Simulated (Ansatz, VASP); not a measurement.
## Ca: VASP beside Ansatz

The input INCAR:

```
SYSTEM = Ca
PREC     = Accurate       ! precision mode
ENCUT    = 520            ! plane-wave cutoff, eV
EDIFF    = 1E-7           ! SCF threshold, eV
ISMEAR   = -1             ! smearing method
SIGMA    = 0.1            ! smearing width, eV
LREAL    = .False.        ! projectors in reciprocal space
LASPH    = .True.         ! aspherical terms in the spheres
NELM     = 100            ! most SCF steps
ALGO     = Normal         ! electronic algorithm
ISIF     = 2              ! what is computed and relaxed
LWAVE    = .False.        ! write WAVECAR
LCHARG   = .False.        ! write CHGCAR
GGA      = B5             ! functional
ALDAX    = 1.0          
AGGAX    = 1.0          
AGGAC    = 1.0          
ALDAC    = 0.0          
NBANDS   = 11             ! bands
```

The input KPOINTS:

```
regular mesh
0
Gamma
  11 11 11
  0 0 0
```

Contents of POSCAR:

```
Ca
1.0
   -2.1961492074      2.1961492074      2.1961492074
    2.1961492074     -2.1961492074      2.1961492074
    2.1961492074      2.1961492074     -2.1961492074
Ca
1
Direct
    0.0000000000      0.0000000000      0.0000000000
```

Input for Ansatz:

```yaml
crystal:
  lattice:
    - [-2.1961492074, 2.1961492074, 2.1961492074]
    - [2.1961492074, -2.1961492074, 2.1961492074]
    - [2.1961492074, 2.1961492074, -2.1961492074]
  atoms:
    - { symbol: Ca, position: [0.0, 0.0, 0.0] }
hamiltonian:
  xc: blyp
  pseudopotentials:
    kind: paw
    azcp:
      Ca: "pseudopotentials/Ca.paw.azcp"
basis:
  ecutwfc: 420
  fft_grid_basis: typed
kpoints:
  mp_grid: { grid: [11, 11, 11], shift: [0, 0, 0] }
magnetization:
  spin_polarized: false
scf:
  occupations: { method: fermi_dirac, width: 0.1 }
  lower_state_search: "off"
output:
  stress: true
```

Alike in both runs: task single point; functional BLYP; k mesh 11 × 11 × 11; occupations fermi-dirac, width 0.1 eV; no spin polarisation.

```csv
,VASP,Ansatz
version,VASP 6.6.1,Ansatz 0.2.0
potentials or method,"VASP PAW PBE potentials, release 64 (Ca_sv), cutoff 520 eV","plane waves (420 eV) with PAW, scalar-relativistic"
valence electrons in the cell,10,10
```

|  | VASP | Ansatz | Ansatz less VASP |
| --- | --- | --- | --- |
| pressure (GPa) | 0.0 | 0.0 | -0.01 |

VASP's potentials were made for PBE, not for BLYP.
